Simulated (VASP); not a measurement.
# Fe (P6_3/mmc) in VASP: notebook, part 2 of 2

VASP 6.6.1. Earlier steps stand in the parts before.

## 5. Single point, PBEsol, collinear spin, ferromagnetic start

Contents of INCAR:

```
  PREC = Accurate
  ENCUT = 520
  EDIFF = 1E-6
  ISMEAR = -1
  SIGMA = 0.1
  LREAL = F
  LASPH = T
  NELM = 150
  ALGO = Normal
  ISIF = 2
  LWAVE = F
  LCHARG = T
  ISPIN = 2
  MAGMOM = 0.75 0.75
  LORBIT = 11
  NUPDOWN = 1.5
  LMAXMIX = 4
  GGA = PS
  LELF = T
  LVHAR = T
  NBANDS = 19
```

Contents of KPOINTS:

```
regular mesh
0
Gamma
  14 14 8
```

Contents of POSCAR:

```
Fe
1.0
    2.3470000000      0.0000000000      0.0000000000
   -1.1735000000      2.0325616227      0.0000000000
    0.0000000000      0.0000000000      3.7970000000
Fe
2
Direct
    0.3333333333      0.6666666667      0.2500000000
    0.6666666667      0.3333333333      0.7500000000
```

Potentials or basis: VASP PAW PBE potentials, release 64 (Fe).

On the command line:

```console
cat potpaw_PBE.64/Fe/POTCAR > POTCAR
mpirun -np 1 vasp_std > vasp.out
```

OUTCAR:

```text
PREC = Accurate
   ENCUT = 520
   EDIFF = 1E-6
   ISMEAR = -1
   LREAL = F
   LASPH = T
   NELM = 150
   ISIF = 2
   ISPIN = 2
   LORBIT = 11
   NUPDOWN = 1.5
   GGA = PS

 ion  position               nearest neighbor table
   1  0.333  0.667  0.250-   2 2.33   2 2.33   2 2.33   2 2.33   2 2.33   2 2.33
   2  0.667  0.333  0.750-   1 2.33   1 2.33   1 2.33   1 2.33   1 2.33   1 2.33

  LATTYP: Found a hexagonal cell.
 ALAT       =     2.3470000000
 C/A-ratio  =     1.6178099702

  Lattice vectors:
[... 1274 lines left out ...]
  in kB      395.1800783    395.1800783    340.8121138      0.0000000      0.0000000      0.0000000
  external PRESSURE =     377.0574235 kB  Pullay stress =       0.0000000 kB

 VOLUME and BASIS-vectors are now :
 -----------------------------------------------------------------------------
  energy-cutoff  :      520.00
  volume of cell :       18.11
      direct lattice vectors                 reciprocal lattice vectors
     2.347000000  0.000000000  0.000000000     0.426075841  0.245995002  0.000000000
    -1.173500000  2.032561623  0.000000000     0.000000000  0.491990004  0.000000000
     0.000000000  0.000000000  3.797000000     0.000000000  0.000000000  0.263365815

 POSITION                                       TOTAL-FORCE (eV/Angst)
 -----------------------------------------------------------------------------------
     -0.00000      1.35504      0.94925         0.000000      0.000000      0.000000
      1.17350      0.67752      2.84775        -0.000000      0.000000      0.000000
 -----------------------------------------------------------------------------------
    total drift:                                0.000000     -0.000000     -0.000000

  FREE ENERGIE OF THE ION-ELECTRON SYSTEM (eV)
  ---------------------------------------------------
  free  energy   TOTEN  =       -17.5585398065 eV

  energy  without entropy=      -17.4631214961  energy(sigma->0) =      -17.51083065

 total charge

# of ion       s       p       d       tot
------------------------------------------
    1        0.605   0.770   6.481   7.856
    2        0.605   0.770   6.481   7.856
--------------------------------------------------
tot          1.210   1.540  12.962  15.712

 magnetization (x)

# of ion       s       p       d       tot
------------------------------------------
    1       -0.006  -0.003   0.740   0.730
    2       -0.006  -0.003   0.740   0.730
--------------------------------------------------
tot         -0.013  -0.006   1.480   1.461
```

OSZICAR:

```text
N       E                     dE             d eps       ncg     rms          rms(c)
DAV:   1     0.759754596826E+02    0.75975E+02   -0.67162E+03  9707   0.112E+03
DAV:   2    -0.168824546235E+02   -0.92858E+02   -0.81794E+02  9204   0.212E+02
DAV:   3    -0.205873748733E+02   -0.37049E+01   -0.35296E+01 10044   0.524E+01
DAV:   4    -0.206138270830E+02   -0.26452E-01   -0.26436E-01 10059   0.422E+00
DAV:   5    -0.206140698051E+02   -0.24272E-03   -0.24272E-03 10209   0.380E-01    0.214E+01
DAV:   6    -0.177227526561E+02    0.28913E+01   -0.57731E+00  9836   0.553E+01    0.218E+00
DAV:   7    -0.176043313245E+02    0.11842E+00   -0.40538E-01 11018   0.110E+01    0.211E+00
DAV:   8    -0.175786375553E+02    0.25694E-01   -0.37106E-03 11334   0.610E-01    0.106E+00
DAV:   9    -0.175608810520E+02    0.17757E-01   -0.12806E-03 14103   0.376E-01    0.350E-01
DAV:  10    -0.175585161557E+02    0.23649E-02   -0.55905E-04 11868   0.231E-01    0.421E-02
DAV:  11    -0.175585488677E+02   -0.32712E-04   -0.29515E-05 10398   0.544E-02    0.225E-02
DAV:  12    -0.175585401690E+02    0.86987E-05   -0.17845E-06  9335   0.134E-02    0.295E-03
DAV:  13    -0.175585398065E+02    0.36252E-06   -0.10006E-07  5052   0.378E-03
   1 F= -.17558540E+02 E0= -.17510831E+02  d E =-.954183E-01  mag=     1.5000
```

stdout:

```text
POSCAR found type information on POSCAR Fe
 POSCAR found :  1 types and       2 ions
 scaLAPACK will be used
 -----------------------------------------------------------------------------
|                                                                             |
|                                                                             |
|     You enforced a specific xc type in the INCAR file but a different       |
|     I HOPE YOU KNOW WHAT YOU ARE DOING!                                     |
|                                                                             |
 -----------------------------------------------------------------------------

 LDA part: xc-table for (Slater+PW92), standard interpolation
 POSCAR, INCAR and KPOINTS ok, starting setup
 FFT: planning ... GRIDC
 FFT: planning ... GRID_SOFT
 FFT: planning ... GRID
 WAVECAR not read
 entering main loop
```

It took 1.8 min on 1 thread of Intel Xeon 8259CL, shared host; peak memory 0.17 GiB.

What came out:

* Free energy: -17.5585 eV
* Pressure: 37.7 GPa
* Net moment: 1.50 μB per cell
* Site moments: Fe +0.73 μB
* Valence electrons inside the program's atomic spheres: Fe 7.86

Caveat: the cell stands under pressure; the PAW data sets were made with another functional, which shifts forces and pressure a little; the total moment is fixed, so each spin has its own Fermi level.

## 6. Single point, PBEsol, collinear spin, ferromagnetic start

Contents of INCAR:

```
  ALGO = Normal
  EDIFF = 1E-7
  ENCUT = 520
  GGA = PS
  ISIF = 2
  ISMEAR = -1
  ISPIN = 2
  LASPH = T
  LCHARG = F
  LMAXMIX = 4
  LORBIT = 11
  LREAL = F
  LWAVE = F
  MAGMOM = 1 1
  NBANDS = 19
  NELM = 150
  NUPDOWN = 2.0
  PREC = Accurate
  SIGMA = 0.1
```

Contents of KPOINTS:

```
k-points
0
Gamma
  14 14 8
```

POSCAR is that of step 5.

Potentials or basis: VASP PAW PBE potentials, release 64 (Fe).

On the command line:

```console
cat potpaw_PBE.64/Fe/POTCAR > POTCAR
mpirun -np 1 vasp_std > vasp.out
```

OUTCAR:

```text
EDIFF = 1E-7
   ENCUT = 520
   GGA = PS
   ISIF = 2
   ISMEAR = -1
   ISPIN = 2
   LASPH = T
   LORBIT = 11
   LREAL = F
   NELM = 150
   NUPDOWN = 2.0
   PREC = Accurate

 ion  position               nearest neighbor table
   1  0.333  0.667  0.250-   2 2.33   2 2.33   2 2.33   2 2.33   2 2.33   2 2.33
   2  0.667  0.333  0.750-   1 2.33   1 2.33   1 2.33   1 2.33   1 2.33   1 2.33

  LATTYP: Found a hexagonal cell.
 ALAT       =     2.3470000000
 C/A-ratio  =     1.6178099702

[... 1276 lines left out ...]
  external PRESSURE =     425.4413990 kB  Pullay stress =       0.0000000 kB

 VOLUME and BASIS-vectors are now :
 -----------------------------------------------------------------------------
  energy-cutoff  :      520.00
  volume of cell :       18.11
      direct lattice vectors                 reciprocal lattice vectors
     2.347000000  0.000000000  0.000000000     0.426075841  0.245995002  0.000000000
    -1.173500000  2.032561623  0.000000000     0.000000000  0.491990004  0.000000000
     0.000000000  0.000000000  3.797000000     0.000000000  0.000000000  0.263365815

 POSITION                                       TOTAL-FORCE (eV/Angst)
 -----------------------------------------------------------------------------------
     -0.00000      1.35504      0.94925        -0.000000      0.000000      0.000000
      1.17350      0.67752      2.84775         0.000000     -0.000000      0.000000
 -----------------------------------------------------------------------------------
    total drift:                                0.000000     -0.000000     -0.000000

  FREE ENERGIE OF THE ION-ELECTRON SYSTEM (eV)
  ---------------------------------------------------
  free  energy   TOTEN  =       -17.4172654588 eV

  energy  without entropy=      -17.3088691470  energy(sigma->0) =      -17.36306730

 total charge

# of ion       s       p       d       tot
------------------------------------------
    1        0.606   0.768   6.484   7.858
    2        0.606   0.768   6.484   7.858
--------------------------------------------------
tot          1.212   1.536  12.969  15.717

 magnetization (x)

# of ion       s       p       d       tot
------------------------------------------
    1       -0.008  -0.003   0.985   0.974
    2       -0.008  -0.003   0.985   0.974
--------------------------------------------------
tot         -0.016  -0.005   1.970   1.949
```

OSZICAR:

```text
N       E                     dE             d eps       ncg     rms          rms(c)
DAV:   1     0.763309612843E+02    0.76331E+02   -0.70655E+03  9707   0.117E+03
DAV:   2    -0.166026002068E+02   -0.92934E+02   -0.82418E+02  9204   0.212E+02
DAV:   3    -0.202973711893E+02   -0.36948E+01   -0.35173E+01 10044   0.523E+01
DAV:   4    -0.203238778652E+02   -0.26507E-01   -0.26491E-01 10059   0.423E+00
DAV:   5    -0.203241218766E+02   -0.24401E-03   -0.24401E-03 10214   0.381E-01    0.216E+01
DAV:   6    -0.175783793054E+02    0.27457E+01   -0.56297E+00  9834   0.541E+01    0.270E+00
DAV:   7    -0.174626384671E+02    0.11574E+00   -0.38947E-01 10946   0.107E+01    0.259E+00
DAV:   8    -0.174376926369E+02    0.24946E-01   -0.37452E-03 11277   0.621E-01    0.128E+00
DAV:   9    -0.174188092568E+02    0.18883E-01   -0.15824E-03 14140   0.422E-01    0.347E-01
DAV:  10    -0.174172385388E+02    0.15707E-02   -0.43819E-04 11309   0.203E-01    0.444E-02
DAV:  11    -0.174172796825E+02   -0.41144E-04   -0.32795E-05 10341   0.560E-02    0.333E-02
DAV:  12    -0.174172660086E+02    0.13674E-04   -0.22812E-06 10266   0.158E-02    0.221E-03
DAV:  13    -0.174172654761E+02    0.53245E-06   -0.97769E-08  8454   0.317E-03    0.138E-03
DAV:  14    -0.174172654588E+02    0.17357E-07   -0.61373E-09  5139   0.746E-04
   1 F= -.17417265E+02 E0= -.17363067E+02  d E =-.108396E+00  mag=     2.0000
```

Wall time 1.9 min (1 thread of Intel Xeon 8259CL, shared host); peak memory 0.18 GiB.

What came out:

```yaml
Free_energy: -17.4173 eV
Pressure: 42.5 GPa
Net_moment: 2.00 μB per cell
Site_moments: Fe +0.97 μB
Valence_electrons_inside_the_program's_atomic_spheres: Fe 7.86
```

Stress tensor (GPa, compression positive):
```
42.36  0.00  0.00
 0.00 42.36  0.00
 0.00  0.00 42.91
```

Caveat: the cell stands under pressure; the PAW data sets were made with another functional, which shifts forces and pressure a little; the total moment is fixed, so each spin has its own Fermi level.

## 7. Overview

| fixed moment (μB) | pressure (GPa) | moment (μB) |
| --- | --- | --- |
| 0.7 | 32.5 | 0.70 |
| 1.0 | 34.0 | 1.00 |
| 1.5 | 37.7 | 1.50 |
| 2.0 | 42.5 | 2.00 |

Alike in all rows: task single point; level PBEsol; potentials or basis VASP PAW PBE potentials, release 64 (Fe); spin collinear, ferromagnetic start; cell as given; k mesh 14 × 14 × 8; cutoff (eV) 520; smearing fermi-dirac 0.1 eV.

Caveats: the cell stands under pressure; the PAW data sets were made with another functional, which shifts forces and pressure a little; the total moment is fixed, so each spin has its own Fermi level.

Total energies depend on the potentials used, so only differences within one code and one set of settings carry meaning.
